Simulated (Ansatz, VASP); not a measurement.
# As in VASP and in Ansatz

INCAR

```
SYSTEM = As
PREC = Accurate
ENCUT = 400
EDIFF = 1E-6
ISMEAR = 0
SIGMA = 0.04
LREAL = .False.
LASPH = .True.
NELM = 120
ALGO = Normal
ISIF = 2
LWAVE = .False.
LCHARG = .False.
LDIPOL = .True.
IDIPOL = 3
DIPOL = 0.5 0.5 0.635
GGA = PE
NBANDS = 12
GGA_COMPAT = .False.
NELMDL = -8
```

Contents of KPOINTS:

```
regular mesh
0
Gamma
  12 12 1
  0 0 0
```

The input POSCAR:

```
As
1.0
    3.6188151869      0.0000000000      0.0000000000
   -1.8094075934      3.1339858834      0.0000000000
    0.0000000000      0.0000000000     22.5000000000
As
2
Direct
    0.0000000000      0.0000000000      0.6052069157
    0.6666666667      0.3333333333      0.6655501610
```

Input for Ansatz:

```yaml
crystal:
  lattice:
    - [3.6188151869, 0.0, 0.0]
    - [-1.8094075934, 3.1339858834, 0.0]
    - [0.0, 0.0, 22.5]
  atoms:
    - { symbol: As, position: [0.0, 0.0, 0.6052069157] }
    - { symbol: As, position: [0.6666666667, 0.3333333333, 0.665550161] }
basis:
  ecutwfc: 420
kpoints:
  mp_grid: { grid: [12, 12, 1] }
hamiltonian:
  xc: pbe
  pseudopotentials: { kind: paw, azcp: { folder: soft_1 } }
scf:
  occupations: { method: gaussian, width: 0.04 }
  n_extra_bands: 6
  max_iter: 160
output:
  forces: true
  eigenvalues: true
  write_density: true
  write_potential: true
  elf: true
  volumetric_format: npy
efield:
  axis: 3
  dipole_correction: true
```

Alike in both runs: task single point; functional PBE; k mesh 12 × 12 × 1; occupations gaussian, width 0.04 eV; no spin polarisation.

|  | VASP | Ansatz |
| --- | --- | --- |
| version | VASP 6.6.1 | Ansatz 0.2.0 |
| potentials or method | VASP PAW PBE potentials, release 64 (As), cutoff 400 eV | scalar-relativistic, plane waves, PAW |
| valence electrons in the cell | 10 | 30 |

VASP gave:

* gap on the k mesh at the Fermi level (eV): 1.79
* least direct gap on the mesh (eV): 1.94
* rms of the force components (eV/Å): 0.271

Task: Which values does Ansatz return?

Result: gap on the k mesh at the Fermi level (eV): 1.79; least direct gap on the mesh (eV): 1.96; rms of the force components (eV/Å): 0.219.

Atom by atom the forces differ by 0.052 eV/Å (rms over components). VASP's potentials hold 10 valence electrons a cell and Ansatz's 30, so a difference there can come from the potentials and not from the codes.
